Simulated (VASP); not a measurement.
Set up this calculation in VASP 6.6.1, as the native input.

- Task: single point
- Functional: PBEsol
- Potentials or basis: VASP PAW PBE potentials, release 64 (Cu, O)
- Cutoff: 600 eV
- k mesh: 8 × 8 × 8
- Occupations: gaussian, width 0.02 eV
- Spin: no spin polarisation
- Dipole correction: no
- Further INCAR settings: ALGO = Normal; EDIFF = 1e-06; NBANDS = 37

The structure of Cu2O lies in POSCAR:

```
Cu2O
1.0
    4.2117090849      0.0000000000      0.0000000000
    0.0000000000      4.2117090849      0.0000000000
    0.0000000000      0.0000000000      4.2117090849
Cu O
4 2
Direct
    0.2500000000      0.2500000000      0.2500000000
    0.2500000000      0.7500000000      0.7500000000
    0.7500000000      0.7500000000      0.2500000000
    0.7500000000      0.2500000000      0.7500000000
    0.0000000000      0.0000000000      0.0000000000
    0.5000000000      0.5000000000      0.5000000000
```

One way to write it, as run:

INCAR

```
SYSTEM = Cu2O
PREC     = Accurate       ! precision mode
ENCUT    = 600            ! plane-wave cutoff, eV
EDIFF    = 1E-6           ! SCF threshold, eV
ISMEAR   = 0              ! smearing method
SIGMA    = 0.02           ! smearing width, eV
LREAL    = .FALSE.        ! projectors in reciprocal space
LASPH    = .TRUE.         ! aspherical terms in the spheres
NELM     = 120            ! most SCF steps
ALGO     = Normal         ! electronic algorithm
ISIF     = 2              ! what is computed and relaxed
LWAVE    = .FALSE.        ! write WAVECAR
LCHARG   = .FALSE.        ! write CHGCAR
GGA      = PS             ! functional
NBANDS   = 37             ! bands
GGA_COMPAT= .FALSE.
```

KPOINTS

```
Automatic mesh
0
G
  8 8 8
  0 0 0
```

Potentials or basis: VASP PAW PBE potentials, release 64 (Cu, O).

Run with:

```sh
$ cat potpaw_PBE.64/Cu/POTCAR potpaw_PBE.64/O/POTCAR > POTCAR
$ mpirun -np 1 vasp_std > vasp.out
```

It gave:

| Quantity | Value |
| --- | --- |
| Pressure | 1.8 GPa |
| Band gap on the k mesh | 0.59 eV |

Caveat: the PAW data sets were made with another functional, which shifts forces and pressure a little.

Wall time 3 min on 1 thread of Intel Xeon 8259CL, on a shared host, peak memory 0.25 GiB.
